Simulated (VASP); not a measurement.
# SnS (Pnma) in VASP: relaxation of cell and atoms with PBE

Aim: the relaxation of cell and atoms of SnS with PBE.

All numbers are computed with VASP 6.6.1; they aren't measurements. Logs are shortened: lines on timing, memory, paths and dates and some standing lists are left out, and cuts for length are marked.

## (1) The cell of the first run

The structure is orthorhombic, space group Pnma (No. 62). The conventional cell has a = 11.200 Å, b = 3.987 Å, c = 4.334 Å, α = 90.00°, β = 90.00°, γ = 90.00°. Within 3.5 Å of Sn (site symmetry m) lie 6 S at 2.63 to 3.39 Å and 2 Sn at 3.49 Å. S (site symmetry m) has 6 Sn at 2.63 to 3.39 Å within 3.5 Å.

## (2) Relaxation of cell and atoms, PBE

File INCAR:

```
ALGO = Normal
EDIFF = 1E-7
EDIFFG = -0.005
ENCUT = 500
GGA = PE
GGA_COMPAT = False
IBRION = 2
ISIF = 3
ISMEAR = -1
LASPH = True
LCHARG = False
LREAL = False
LWAVE = False
NELM = 120
NELMIN = 4
NSW = 80
PREC = Accurate
SIGMA = 0.02
```

File KPOINTS:

```
k-points
0
Gamma
  2 6 6
```

File POSCAR:

```
SnS
1.0
   11.2000000000      0.0000000000      0.0000000000
    0.0000000000      3.9870000000      0.0000000000
    0.0000000000      0.0000000000      4.3340000000
Sn S
4 4
Direct
    0.1194000000      0.2500000000      0.1198000000
    0.3806000000      0.7500000000      0.6198000000
    0.6194000000      0.2500000000      0.3802000000
    0.8806000000      0.7500000000      0.8802000000
    0.8508000000      0.2500000000      0.4793000000
    0.6492000000      0.7500000000      0.9793000000
    0.3508000000      0.2500000000      0.0207000000
    0.1492000000      0.7500000000      0.5207000000
```

Potentials or basis: VASP PAW PBE potentials, release 64 (Sn_d, S).

The run is started by

```sh
$ cat potpaw_PBE.64/Sn_d/POTCAR potpaw_PBE.64/S/POTCAR > POTCAR
$ mpirun -np 1 vasp_std > vasp.out
```

OUTCAR:

```text
EDIFF = 1E-7
   EDIFFG = -0.005
   ENCUT = 500
   GGA = PE
   IBRION = 2
   ISIF = 3
   ISMEAR = -1
   LASPH = True
   LREAL = False
   NELM = 120
   NELMIN = 4
   NSW = 80
   PREC = Accurate

 ion  position               nearest neighbor table
   1  0.119  0.250  0.120-   7 2.63   8 2.67   8 2.67   4 3.49   4 3.49
   2  0.381  0.750  0.620-   8 2.63   7 2.67   7 2.67   3 3.49   3 3.49
   3  0.619  0.250  0.380-   5 2.63   6 2.67   6 2.67   2 3.49   2 3.49
   4  0.881  0.750  0.880-   6 2.63   5 2.67   5 2.67   1 3.49   1 3.49
   5  0.851  0.250  0.479-   3 2.63   4 2.67   4 2.67
   6  0.649  0.750  0.979-   4 2.63   3 2.67   3 2.67
   7  0.351  0.250  0.021-   1 2.63   2 2.67   2 2.67
   8  0.149  0.750  0.521-   2 2.63   1 2.67   1 2.67

  LATTYP: Found a simple orthorhombic cell.
 ALAT       =     3.9870000000
 B/A-ratio  =     1.0870328568
 C/A-ratio  =     2.8091296714

  Lattice vectors:

 A1 = (   0.0000000000,   3.9870000000,   0.0000000000)
 A2 = (   0.0000000000,   0.0000000000,   4.3340000000)
 A3 = (  11.2000000000,   0.0000000000,   0.0000000000)

Analysis of symmetry for initial positions (statically):
=====================================================================
 Subroutine PRICEL returns:
 Original cell was already a primitive cell.

 Routine SETGRP: Setting up the symmetry group for a
 simple orthorhombic supercell.

 Subroutine GETGRP returns: Found  8 space group operations
 (whereof  2 operations were pure point group operations)
 out of a pool of  8 trial point group operations.

The static configuration has the point symmetry S_2 .
 The point group associated with its full space group is D_2h.

Analysis of symmetry for dynamics (positions and initial velocities):
=====================================================================
 Subroutine PRICEL returns:
 Original cell was already a primitive cell.

 Routine SETGRP: Setting up the symmetry group for a
 simple orthorhombic supercell.

 Subroutine GETGRP returns: Found  8 space group operations
 (whereof  2 operations were pure point group operations)
 out of a pool of  8 trial point group operations.

The dynamic configuration has the point symmetry S_2 .
 The point group associated with its full space group is D_2h.

 Subroutine INISYM returns: Found  8 space group operations
 (whereof  2 operations are pure point group operations),
 and found     1 'primitive' translations

----------------------------------------------------------------------------------------

                                     Primitive cell

  volume of cell :     193.5322

  direct lattice vectors                    reciprocal lattice vectors
    11.200000000  0.000000000  0.000000000     0.089285714  0.000000000  0.000000000
     0.000000000  3.987000000  0.000000000     0.000000000  0.250815149  0.000000000
     0.000000000  0.000000000  4.334000000     0.000000000  0.000000000  0.230733733

  length of vectors
    11.200000000  3.987000000  4.334000000     0.089285714  0.250815149  0.230733733

  position of ions in fractional coordinates (direct lattice)
     0.119400000  0.250000000  0.119800000
     0.380600000  0.750000000  0.619800000
     0.619400000  0.250000000  0.380200000
     0.880600000  0.750000000  0.880200000
     0.850800000  0.250000000  0.479300000
     0.649200000  0.750000000  0.979300000
     0.350800000  0.250000000  0.020700000
     0.149200000  0.750000000  0.520700000

  ion indices of the primitive-cell ions
   primitive index   ion index
                 1           1
                 2           2
                 3           3
                 4           4
                 5           5
                 6           6
                 7           7
                 8           8

----------------------------------------------------------------------------------------

 KPOINTS: k-points

Automatic generation of k-mesh.
 Grid dimensions read from file:
 generate k-points for:    2    6    6

 Generating k-lattice:

  Cartesian coordinates                     Fractional coordinates (reciprocal lattice)
     0.044642857  0.000000000  0.000000000     0.500000000  0.000000000  0.000000000
     0.000000000  0.041802525  0.000000000     0.000000000  0.166666667  0.000000000
     0.000000000  0.000000000  0.038455622     0.000000000  0.000000000  0.166666667

  Length of vectors
     0.044642857  0.041802525  0.038455622

  Shift w.r.t. Gamma in fractional coordinates (k-lattice)
     0.000000000  0.000000000  0.000000000

 Subroutine IBZKPT returns following result:
 ===========================================

 Found     32 irreducible k-points:

 Following reciprocal coordinates:
            Coordinates               Weight
  0.000000  0.000000  0.000000      1.000000
  0.500000  0.000000  0.000000      1.000000
  0.000000  0.166667  0.000000      2.000000
  0.500000  0.166667  0.000000      2.000000
  0.000000  0.333333  0.000000      2.000000
  0.500000  0.333333  0.000000      2.000000
[... 16 lines left out ...]
  0.000000  0.500000  0.333333      2.000000
  0.500000  0.500000  0.333333      2.000000
 [... further k-points ...]
   k-points           NKPTS =     32   k-points in BZ     NKDIM =     32   number of bands    NBANDS=     48
   number of dos      NEDOS =    301   number of ions     NIONS =      8
   total plane-waves  NPLWV =  80640
   dimension x,y,z NGX =    84 NGY =   30 NGZ =   32
   dimension x,y,z NGXF=   168 NGYF=   60 NGZF=   64
   ions per type =               4   4
   NGX,Y,Z   is equivalent  to a cutoff of  12.47, 12.51, 12.27 a.u.
   NGXF,Y,Z  is equivalent  to a cutoff of  24.94, 25.02, 24.55 a.u.
 SYSTEM =  unknown system
   PREC   = accura    normal or accurate (medium, high low for compatibility)
   ISTART =      0    job   : 0-new  1-cont  2-samecut
   ICHARG =      2    charge: 1-file 2-atom 10-const
   ISPIN  =      1    spin polarized calculation?
   LNONCOLLINEAR =      F non collinear calculations
   LSORBIT =      F    spin-orbit coupling
   LASPH  =      T    aspherical Exc in radial PAW
   ENCUT  =  500.0 eV  36.75 Ry    6.06 a.u.  20.42  7.27  7.90*2*pi/ulx,y,z
   NELM   =    120;   NELMIN=  4; NELMDL= -5     # of ELM steps
   EDIFF  = 0.1E-06   stopping-criterion for ELM
   LREAL  =      F    real-space projection
   EDIFFG = -.5E-02   stopping-criterion for IOM
   NSW    =     80    number of steps for IOM
   IBRION =      2    ionic relax: 0-MD 1-quasi-New 2-CG
   NFREE  =      1    steps in history (QN), initial steepest desc. (CG)
   ISIF   =      3    stress and relaxation
   ISYM   =      2    0-nonsym 1-usesym 2-fastsym
   POTIM  = 0.5000    time-step for ionic-motion
   TEBEG  =    0.0;   TEEND  =   0.0 temperature during run
   PSTRESS=    0.0 pullay stress
   NELECT =      80.0000    total number of electrons
   NUPDOWN=      -1.0000    fix difference up-down
   EMIN   =  10.00;   EMAX   =-10.00  energy-range for DOS
   EFERMI =   0.00;   METHOD = LEGACY
   ISMEAR =    -1;   SIGMA  =   0.02  broadening in eV -4-tet -1-fermi 0-gaus
   EFERMI_NEDOS =   21; number of points for ismear=-14 and -15
   IALGO  =     38    algorithm
   IMIX   =      4    mixing-type and parameters
     AMIX     =   0.40;   BMIX     =  1.00
     AMIX_MAG =   1.60;   BMIX_MAG =  1.00
  volume/ion in A,a.u.               =      24.19       163.25
  Fermi-wavevector in a.u.,A,eV,Ry     =   1.219515  2.304549 20.234810  1.487217
  Thomas-Fermi vector in A             =   2.354764
   LORBIT       =      0    0 simple, 1 ext, 2 COOP (PROOUT), +10 PAW based schemes
   GGA     = PE    functional components
   LHFCALC =     F    Hartree Fock is set to
   AEXX    =    0.0000 exact exchange contribution
   IVDW    =     0    specifies the selected vdW correction
   LEPSILON=     F    determine dielectric tensor
   LRPA    =     F    only Hartree local field effects (RPA)
 conjugate gradient relaxation of ions
 non-spin polarized calculation
  energy-cutoff  :      500.00
  volume of cell :      193.53
 maximum number of plane-waves:      4936
 NGX is ok and might be reduce to    84
   NGX = 41   NGY = 15   NGZ = 15

--------------------------------------- Ionic step        1  -------------------------------------------

 number of electron      80.0000033 magnetization

 Free energy of the ion-electron system (eV)
  ---------------------------------------------------
  ext. energy  EPLUGINS =         0.00000000
  ---------------------------------------------------
  free energy    TOTEN  =       -35.37445523 eV

  energy without entropy =      -35.37445523  energy(sigma->0) =      -35.37445523

------------------------ aborting loop because EDIFF is reached ----------------------------------------

  FORCE on cell =-STRESS in cart. coord.  units (eV):
  Direction    XX          YY          ZZ          XY          YZ          ZX
  --------------------------------------------------------------------------------------
  -------------------------------------------------------------------------------------
  Total        3.0250558      2.7362286      2.5637161      0.0000000     -0.0000000      0.0000000
  in kB       25.0432564     22.6521695     21.2240053      0.0000000     -0.0000000      0.0000000
  external PRESSURE =      22.9731437 kB  Pullay stress =       0.0000000 kB
[... 107 lines left out ...]
  FREE ENERGIE OF THE ION-ELECTRON SYSTEM (eV)
  ---------------------------------------------------
  free  energy   TOTEN  =       -35.4250281291 eV

  energy  without entropy=      -35.4250281290  energy(sigma->0) =      -35.42502813

[... ionic steps 4 to 12 ...]

--------------------------------------- Ionic step       13  -------------------------------------------

 number of electron      80.0000013 magnetization

------------------------ aborting loop because EDIFF is reached ----------------------------------------
[... 79 lines left out ...]
--------------------------------------- Ionic step       15  -------------------------------------------

 number of electron      80.0000014 magnetization

 Free energy of the ion-electron system (eV)
  ---------------------------------------------------
  ext. energy  EPLUGINS =         0.00000000
  ---------------------------------------------------
  free energy    TOTEN  =       -35.44143567 eV

  energy without entropy =      -35.44143567  energy(sigma->0) =      -35.44143567

 E-fermi :   5.8192     XC(G=0):  -9.5487

 val. band max:        5.3712842643   @ k =   0.5000   0.0000   0.5000
 cond. band min:       6.3569007843   @ k =   0.0000   0.3333   0.0000
 fundamental gap:      0.9856165200
 Fermi energy:         5.8191802124

 k-point     1 :       0.0000    0.0000    0.0000
  band No.  band energies     occupation
      1     -15.7280      2.00000
      2     -15.7189      2.00000
      3     -15.7119      2.00000
      4     -15.7082      2.00000
      5     -15.7048      2.00000
      6     -15.7013      2.00000
[... 1213 lines left out ...]
     47       9.3317      0.00000
     48       9.3317      0.00000

 [... further k-points ...]

------------------------ aborting loop because EDIFF is reached ----------------------------------------

  FORCE on cell =-STRESS in cart. coord.  units (eV):
  Direction    XX          YY          ZZ          XY          YZ          ZX
  --------------------------------------------------------------------------------------
  -------------------------------------------------------------------------------------
  Total        0.0243500      0.0384827      0.0095477      0.0000000      0.0000000      0.0000000
  in kB        0.1898642      0.3000607      0.0744464      0.0000000      0.0000000      0.0000000
  external PRESSURE =       0.1881238 kB  Pullay stress =       0.0000000 kB
[... 23 lines left out ...]
  FREE ENERGIE OF THE ION-ELECTRON SYSTEM (eV)
  ---------------------------------------------------
  free  energy   TOTEN  =       -35.4414356670 eV

  energy  without entropy=      -35.4414356669  energy(sigma->0) =      -35.44143567

 reached required accuracy - stopping structural energy minimisation
```

It took 19 min on 1 thread of Intel Xeon 6975P-C (Granite Rapids), shared host; peak memory 0.4 GiB.

Results:

```
Free energy                           : -35.4414 eV
Relaxed volume                        : 25.68 Å³/atom
Relaxed cell                          : a = 11.506 Å, b = 4.026 Å, c = 4.436 Å, α = 90.00°, β = 90.00°, γ = 90.00°
Space group after relaxing (to 0.1 Å) : Pnma (No. 62)
Energy gained by relaxing             : 8.4 meV/atom
Ionic steps                           : 15
Pressure after relaxing               : 0.0 GPa
Largest force after relaxing          : 0.003 eV/Å
Band gap on the k mesh                : 0.99 eV (least direct gap 1.11 eV)
```

Forces on the atoms (eV/Å):
```
Sn  -0.002  0.000  0.002
Sn   0.002  0.000  0.002
Sn  -0.002  0.000 -0.002
Sn   0.002  0.000 -0.002
S    0.002  0.000 -0.002
S   -0.002  0.000 -0.002
S    0.002  0.000  0.002
S   -0.002  0.000  0.002
```

Step by step:
| step | energy change (eV) | largest force (eV/Å) | pressure (GPa) | volume (Å³) |
| --- | --- | --- | --- | --- |
| 1 | 0.0000 | 0.1254 | 2.30 | 193.53 |
| 2 | -0.0427 | 0.2412 | -0.72 | 203.41 |
| 3 | -0.0506 | 0.1412 | 0.08 | 200.52 |
| 4 | -0.0549 | 0.1153 | 0.07 | 201.17 |
| 5 | -0.0630 | 0.0406 | 0.05 | 203.15 |
| 6 | -0.0578 | 0.1130 | 0.08 | 207.14 |
| 7 | -0.0643 | 0.0251 | 0.05 | 204.41 |
| 8 | -0.0659 | 0.0238 | -0.08 | 205.27 |
| 9 | -0.0663 | 0.0275 | -0.17 | 205.88 |
| 10 | -0.0669 | 0.0106 | 0.05 | 205.39 |
| 11 | -0.0669 | 0.0115 | 0.01 | 205.48 |
| 12 | -0.0669 | 0.0064 | 0.00 | 205.53 |
| 13 | -0.0669 | 0.0061 | -0.01 | 205.56 |
| 14 | -0.0670 | 0.0052 | 0.00 | 205.54 |
| 15 | -0.0670 | 0.0031 | 0.02 | 205.48 |

Final structure:
```
CELL_PARAMETERS angstrom
11.50574 0.00000 0.00000
0.00000 4.02631 0.00000
0.00000 0.00000 4.43552
ATOMIC_POSITIONS crystal
Sn 0.12250 0.25000 0.12368
Sn 0.37750 0.75000 0.62368
Sn 0.62250 0.25000 0.37632
Sn 0.87750 0.75000 0.87632
S 0.84917 0.25000 0.48141
S 0.65083 0.75000 0.98141
S 0.34917 0.25000 0.01859
S 0.15083 0.75000 0.51859
```

Caveat: spin-orbit coupling is left out, which moves the levels of the heavy elements. PBE usually gives volumes a little too large and moduli too small.
